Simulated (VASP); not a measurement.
# Ti3Al (P-6m2) in VASP: a series of runs, part 2 of 2

VASP 6.6.1.

## (3) Single point, PBEsol (15.70 Å³/atom)

This run uses another cell than the first one, of 15.70 Å³/atom.

Input file INCAR:

```
SYSTEM = Ti3Al
  PREC = Accurate
  ENCUT = 520
  EDIFF = 1E-6
  ISMEAR = 0
  SIGMA = 0.15
  LREAL = .False.
  LASPH = .True.
  NELM = 80
  ALGO = Fast
  ISIF = 2
  LWAVE = .False.
  LCHARG = .False.
  GGA = PS
  NBANDS = 28
```

Input file KPOINTS:

```
Automatic mesh
0
Gamma
  18 18 6
  0 0 0
```

Input file POSCAR:

```
Ti3Al
1.0
    2.9604029700      0.0000000000      0.0000000000
   -1.4802014850      2.5637841775      0.0000000000
    0.0000000000      0.0000000000      8.2758065027
Ti Al
3 1
Direct
    0.6666666667      0.3333333333      0.0000000000
    0.3333333333      0.6666666667      0.7511732072
    0.3333333333      0.6666666667      0.2488267928
    0.6666666667      0.3333333333      0.5000000000
```

Potentials or basis: VASP PAW PBE potentials, release 64 (Ti_sv, Al).

Command:

```
> cat potpaw_PBE.64/Ti_sv/POTCAR potpaw_PBE.64/Al/POTCAR > POTCAR
> mpirun -np 1 vasp_std > vasp.out
```

OUTCAR:

```text
SYSTEM = Ti3Al
   PREC = Accurate
   ENCUT = 520
   EDIFF = 1E-6
   ISMEAR = 0
   LREAL = .False.
   LASPH = .True.
   NELM = 80
   ISIF = 2
   GGA = PS

 ion  position               nearest neighbor table
   1  0.667  0.333  0.000-   2 2.68   3 2.68   2 2.68   3 2.68   2 2.68   3 2.68
   2  0.333  0.667  0.751-   1 2.68   1 2.68   1 2.68   4 2.69   4 2.69   4 2.69
   3  0.333  0.667  0.249-   1 2.68   1 2.68   1 2.68   4 2.69   4 2.69   4 2.69
   4  0.667  0.333  0.500-   2 2.69   3 2.69   2 2.69   3 2.69   2 2.69   3 2.69

  LATTYP: Found a hexagonal cell.
 ALAT       =     2.9604029700
 C/A-ratio  =     2.7955000000
[... 944 lines left out ...]
  --------------------------------------------------------------------------------------
  -------------------------------------------------------------------------------------
  Total        0.7270842      0.7270842      8.6042022      0.0000000      0.0000000      0.0000000
  in kB       18.5461028     18.5461028    219.4717196      0.0000000      0.0000000      0.0000000
  external PRESSURE =      85.5213084 kB  Pullay stress =       0.0000000 kB

 VOLUME and BASIS-vectors are now :
 -----------------------------------------------------------------------------
  energy-cutoff  :      520.00
  volume of cell :       62.81
      direct lattice vectors                 reciprocal lattice vectors
     2.960402970  0.000000000  0.000000000     0.337791851  0.195024216  0.000000000
    -1.480201485  2.563784178  0.000000000     0.000000000  0.390048433  0.000000000
     0.000000000  0.000000000  8.275806503     0.000000000  0.000000000  0.120834145

 POSITION                                       TOTAL-FORCE (eV/Angst)
 -----------------------------------------------------------------------------------
      1.48020      0.85459      0.00000         0.000000     -0.000000      0.000000
     -0.00000      1.70919      6.21656        -0.000000     -0.000000      0.079733
     -0.00000      1.70919      2.05924        -0.000000      0.000000     -0.079733
      1.48020      0.85459      4.13790         0.000000     -0.000000      0.000000
 -----------------------------------------------------------------------------------
    total drift:                                0.000000     -0.000000      0.000000

  FREE ENERGIE OF THE ION-ELECTRON SYSTEM (eV)
  ---------------------------------------------------
  free  energy   TOTEN  =       -29.2067820348 eV

  energy  without entropy=      -29.1672726997  energy(sigma->0) =      -29.18702737
```

It took 6 min on 1 thread of Intel Xeon 6975P-C (Granite Rapids), shared host; peak memory 0.33 GiB.

What came out:

| Property | Result |
| --- | --- |
| Free energy | -29.2068 eV |
| Pressure | 8.6 GPa |
| Largest force | 0.080 eV/Å |
| Band gap on the k mesh | zero (an odd number of electrons rules out a gap without spin polarisation) |

Forces in eV/Å, atoms in the order of the input:
```
Ti   0.000  0.000  0.000
Ti   0.000  0.000  0.080
Ti   0.000  0.000 -0.080
Al   0.000  0.000  0.000
```

Stress tensor (GPa, compression positive):
```
 1.85  0.00  0.00
 0.00  1.85  0.00
 0.00  0.00 21.95
```

Levels at points of the mesh, in eV from the Fermi level:
```tsv
k point	band 16	band 17	band 18	band 19	band 20	band 21	band 22	band 23	band 24	band 25
(0.00, 0.00, 0.00)	-2.51	0.15	0.54	0.54	0.61	0.61	1.26	1.26	1.56	1.68
(0.50, 0.00, 0.00)	-2.28	-1.55	-1.00	-0.55	-0.20	0.45	1.32	1.48	1.58	3.06
(0.00, 0.00, 0.50)	-2.67	-0.30	0.55	0.55	0.59	0.59	1.29	1.29	1.40	1.64
(0.50, 0.00, 0.50)	-2.20	-1.46	-1.20	-0.78	-0.16	0.37	1.49	1.63	1.74	3.10
```

Caveat: the cell stands under pressure; the PAW data sets were made with another functional, which shifts forces and pressure a little.

## (4) Single point, PBEsol (15.70 Å³/atom)

This run uses another cell than the first one, of 15.70 Å³/atom.

Input file INCAR:

```
PREC = Accurate
ENCUT = 520
EDIFF = 1E-7
ISMEAR = 0
SIGMA = 0.15
LREAL = F
LASPH = T
NELM = 80
ALGO = Fast
ISIF = 2
LWAVE = F
LCHARG = F
GGA = PS
NBANDS = 28
```

Input file KPOINTS:

```
Automatic mesh
0
Gamma
  18 18 6
```

Input file POSCAR:

```
Ti3Al
1.0
    2.7303852567      0.0000000000      0.0000000000
   -1.3651926283      2.3645829944      0.0000000000
    0.0000000000      0.0000000000      9.7289087467
Ti Al
3 1
Direct
    0.6666666667      0.3333333333      0.0000000000
    0.3333333333      0.6666666667      0.7511732072
    0.3333333333      0.6666666667      0.2488267928
    0.6666666667      0.3333333333      0.5000000000
```

Command:

```
> cat potpaw_PBE.64/Ti_sv/POTCAR potpaw_PBE.64/Al/POTCAR > POTCAR
> mpirun -np 1 vasp_std > vasp.out
```

Wall time 7.6 min (1 thread of Intel Xeon 6975P-C (Granite Rapids), shared host); peak memory 0.32 GiB.

Results (log left out):

- Free energy: -29.2992 eV
- Pressure: 6.1 GPa
- Largest force: 0.440 eV/Å
- Band gap on the k mesh: zero (an odd number of electrons rules out a gap without spin polarisation)

Forces on the atoms (eV/Å):
```
Ti   0.000  0.000  0.000
Ti   0.000  0.000 -0.440
Ti   0.000  0.000  0.440
Al   0.000  0.000  0.000
```

Stress tensor (GPa, compression positive):
```
11.55  0.00  0.00
 0.00 11.55  0.00
 0.00  0.00 -4.68
```

Levels at points of the mesh, in eV from the Fermi level:
| k point | band 15 | band 16 | band 17 | band 18 | band 19 | band 20 | band 21 | band 22 | band 23 | band 24 |
| --- | --- | --- | --- | --- | --- | --- | --- | --- | --- | --- |
| (0.00, 0.00, 0.00) | -5.27 | -2.88 | -1.69 | -0.16 | 0.05 | 1.10 | 1.10 | 1.18 | 1.18 | 1.36 |
| (0.50, 0.00, 0.00) | -2.64 | -2.28 | -1.76 | -1.68 | -0.84 | -0.41 | 1.17 | 1.20 | 1.54 | 2.31 |
| (0.00, 0.00, 0.50) | -3.89 | -3.70 | -1.74 | -0.17 | 0.07 | 1.10 | 1.10 | 1.18 | 1.18 | 1.36 |
| (0.50, 0.00, 0.50) | -2.58 | -2.25 | -1.81 | -1.47 | -1.33 | 0.44 | 0.60 | 0.87 | 1.52 | 2.37 |

Caveat: the cell stands under pressure; the PAW data sets were made with another functional, which shifts forces and pressure a little.

## (5) Single point, PBEsol (16.15 Å³/atom)

This run uses another cell than the first one, of 16.15 Å³/atom.

Input file INCAR:

```
SYSTEM = Ti3Al
  PREC = Accurate
  ENCUT = 520
  EDIFF = 1E-6
  ISMEAR = 0
  SIGMA = 0.15
  LREAL = .FALSE.
  LASPH = .TRUE.
  NELM = 100
  ALGO = Fast
  ISIF = 2
  LWAVE = .FALSE.
  LCHARG = .TRUE.
  GGA = PS
  LELF = .TRUE.
  LVHAR = .TRUE.
  NBANDS = 28
```

Input file KPOINTS:

```
Automatic mesh
0
G
  18 18 6
  0 0 0
```

Input file POSCAR:

```
Ti3Al
1.0
    2.7006124562      0.0000000000      0.0000000000
   -1.3503062281      2.3387989929      0.0000000000
    0.0000000000      0.0000000000     10.2245187592
Ti Al
3 1
Direct
    0.6666666667      0.3333333333      0.0000000000
    0.3333333333      0.6666666667      0.7511732072
    0.3333333333      0.6666666667      0.2488267928
    0.6666666667      0.3333333333      0.5000000000
```

Command:

```
> cat potpaw_PBE.64/Ti_sv/POTCAR potpaw_PBE.64/Al/POTCAR > POTCAR
> mpirun -np 1 vasp_std > vasp.out
```

Wall time 5.9 min (1 thread of Intel Xeon 6975P-C (Granite Rapids), shared host); peak memory 0.33 GiB.

Results (log left out):

```
Free energy            : -29.0538 eV
Pressure               : 2.8 GPa
Largest force          : 0.582 eV/Å
Band gap on the k mesh : zero (an odd number of electrons rules out a gap without spin polarisation)
```

Forces on the atoms (eV/Å):
```
Ti   0.000  0.000  0.000
Ti   0.000  0.000 -0.582
Ti   0.000  0.000  0.582
Al   0.000  0.000  0.000
```

Stress tensor (GPa, compression positive):
```
  9.51   0.00   0.00
  0.00   9.51   0.00
  0.00   0.00 -10.76
```

Levels at points of the mesh, in eV from the Fermi level:
```tsv
k point	band 16	band 17	band 18	band 19	band 20	band 21	band 22	band 23
(0.00, 0.00, 0.00)	-2.96	-2.06	-0.49	-0.24	1.17	1.17	1.22	1.22
(0.50, 0.00, 0.00)	-2.23	-1.82	-1.73	-0.86	-0.44	1.18	1.19	1.84
(0.00, 0.00, 0.50)	-3.89	-1.96	-0.50	-0.23	1.17	1.17	1.22	1.22
(0.50, 0.00, 0.50)	-2.24	-1.85	-1.47	-1.37	0.39	0.62	0.79	1.83
```

Caveat: the PAW data sets were made with another functional, which shifts forces and pressure a little.

## (6) Single point, PBEsol (16.15 Å³/atom)

This run uses another cell than the first one, of 16.15 Å³/atom.

Input file INCAR:

```
PREC = Accurate
ENCUT = 520
EDIFF = 1E-6
ISMEAR = 0
SIGMA = 0.15
LREAL = False
LASPH = True
NELM = 60
ALGO = Fast
ISIF = 2
LWAVE = False
LCHARG = False
GGA = PS
NBANDS = 28
```

Input file KPOINTS:

```
regular mesh
0
Gamma
  18 18 6
```

Input file POSCAR:

```
Ti3Al
1.0
    2.8120499633      0.0000000000      0.0000000000
   -1.4060249816      2.4353067049      0.0000000000
    0.0000000000      0.0000000000      9.4302095518
Ti Al
3 1
Direct
    0.6666666667      0.3333333333      0.0000000000
    0.3333333333      0.6666666667      0.7511732072
    0.3333333333      0.6666666667      0.2488267928
    0.6666666667      0.3333333333      0.5000000000
```

Potentials or basis: VASP PAW PBE potentials, release 64 (Ti_sv, Al).

Command:

```
> cat potpaw_PBE.64/Ti_sv/POTCAR potpaw_PBE.64/Al/POTCAR > POTCAR
> mpirun -np 1 vasp_std > vasp.out
```

Wall time 6.9 min (1 thread of Intel Xeon 6975P-C (Granite Rapids), shared host); peak memory 0.34 GiB.

The run converged. Its results:

- Free energy: -29.5533 eV
- Pressure: 2.7 GPa
- Largest force: 0.184 eV/Å
- Band gap on the k mesh: zero (an odd number of electrons rules out a gap without spin polarisation)

Forces in eV/Å, atoms in the order of the input:
```
Ti   0.000  0.000  0.000
Ti   0.000  0.000 -0.184
Ti   0.000  0.000  0.184
Al   0.000  0.000  0.000
```

Stress tensor (GPa, compression positive):
```
 5.68  0.00  0.00
 0.00  5.68  0.00
 0.00  0.00 -3.15
```

Levels at points of the mesh, in eV from the Fermi level:
| k point | band 17 | band 18 | band 19 | band 20 | band 21 | band 22 | band 23 | band 24 |
| --- | --- | --- | --- | --- | --- | --- | --- | --- |
| (0.00, 0.00, 0.00) | -1.23 | 0.19 | 0.42 | 0.99 | 0.99 | 1.08 | 1.08 | 1.32 |
| (0.50, 0.00, 0.00) | -1.61 | -1.47 | -0.73 | -0.37 | 1.10 | 1.17 | 1.22 | 2.06 |
| (0.00, 0.00, 0.50) | -1.40 | 0.17 | 0.45 | 0.99 | 0.99 | 1.08 | 1.08 | 1.33 |
| (0.50, 0.00, 0.50) | -1.69 | -1.34 | -1.14 | 0.21 | 0.78 | 0.97 | 1.19 | 2.14 |

Caveat: the PAW data sets were made with another functional, which shifts forces and pressure a little.

## (7) Overview

| cell | further INCAR settings | gap on the mesh (eV) | pressure (GPa) | largest force (eV/Å) |
| --- | --- | --- | --- | --- |
| a = 2.704, b = 2.704, c = 9.637 Å, angles 90.0, 90.0, 120.0°, 4 atoms | ALGO = Fast; EDIFF = 1e-07; NBANDS = 28 | none | 10.2 | 0.50 |
| a = 2.960, b = 2.960, c = 8.276 Å, angles 90.0, 90.0, 120.0°, 4 atoms | ALGO = Fast; EDIFF = 1e-06; NBANDS = 28 | none | 8.6 | 0.08 |
| a = 2.730, b = 2.730, c = 9.729 Å, angles 90.0, 90.0, 120.0°, 4 atoms | ALGO = Fast; EDIFF = 1e-07; NBANDS = 28 | none | 6.1 | 0.44 |
| a = 2.701, b = 2.701, c = 10.225 Å, angles 90.0, 90.0, 120.0°, 4 atoms | ALGO = Fast; EDIFF = 1e-06; NBANDS = 28 | none | 2.8 | 0.58 |
| a = 2.812, b = 2.812, c = 9.430 Å, angles 90.0, 90.0, 120.0°, 4 atoms | ALGO = Fast; EDIFF = 1e-06; NBANDS = 28 | none | 2.7 | 0.18 |

Alike in all rows: task single point; level PBEsol; potentials or basis VASP PAW PBE potentials, release 64 (Ti_sv, Al); no spin polarisation; k mesh 18 × 18 × 6; cutoff (eV) 520; smearing gaussian 0.15 eV.

Caveats: the PAW data sets were made with another functional, which shifts forces and pressure a little; the cell stands under pressure (at least some runs).

Total energies depend on the potentials used, so only differences within one code and one set of settings carry meaning.
